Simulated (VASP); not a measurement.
Write the native input for VASP 6.6.1 that does the following.

* Task: single point
* Functional: PBEsol
* Potentials or basis: VASP PAW PBE potentials, release 64 (Si, C)
* Cutoff: 520 eV
* k mesh: 12 × 12 × 4
* Occupations: gaussian, width 0.05 eV
* Spin: no spin polarisation
* Dipole correction: no
* Further INCAR settings: ALGO = Normal; EDIFF = 1e-07; NBANDS = 26

The structure of SiC lies in POSCAR:

```
SiC
1.0
    3.0780670649      0.0000000000      0.0000000000
   -1.5390335324      2.6656842728      0.0000000000
    0.0000000000      0.0000000000     10.8819000000
Si C
4 4
Direct
    0.6666666667      0.3333333333      0.9378278494
    0.3333333333      0.6666666667      0.4378278494
    0.0000000000      0.0000000000      0.6878973398
    0.0000000000      0.0000000000      0.1878973398
    0.6666666667      0.3333333333      0.7498191768
    0.3333333333      0.6666666667      0.2498191768
    0.0000000000      0.0000000000      0.5004546340
    0.0000000000      0.0000000000      0.0004546340
```

One way to write it, as run:

INCAR

```
ALGO = Normal
EDIFF = 1E-7
ENCUT = 520
GGA = PS
ISIF = 2
ISMEAR = 0
LASPH = T
LCHARG = F
LREAL = F
LWAVE = F
NBANDS = 26
NELM = 60
PREC = Accurate
SIGMA = 0.05
```

KPOINTS

```
k-points
0
Gamma
  12 12 4
```

Potentials or basis: VASP PAW PBE potentials, release 64 (Si, C).

Run with:

```bash
$ cat potpaw_PBE.64/Si/POTCAR potpaw_PBE.64/C/POTCAR > POTCAR
$ mpirun -np 1 vasp_std > vasp.out
```

Results of the run:

- Pressure: -12.8 GPa
- Largest force: 0.237 eV/Å
- Band gap on the k mesh: 1.69 eV, indirect (least direct gap 3.01 eV)

Caveat: the PAW data sets were made with another functional, which shifts forces and pressure a little.

Run time: 110 s on 1 thread of Intel(R) Xeon(R) Platinum 8488C (Sapphire Rapids), with other jobs on the host, peak memory 0.26 GiB.
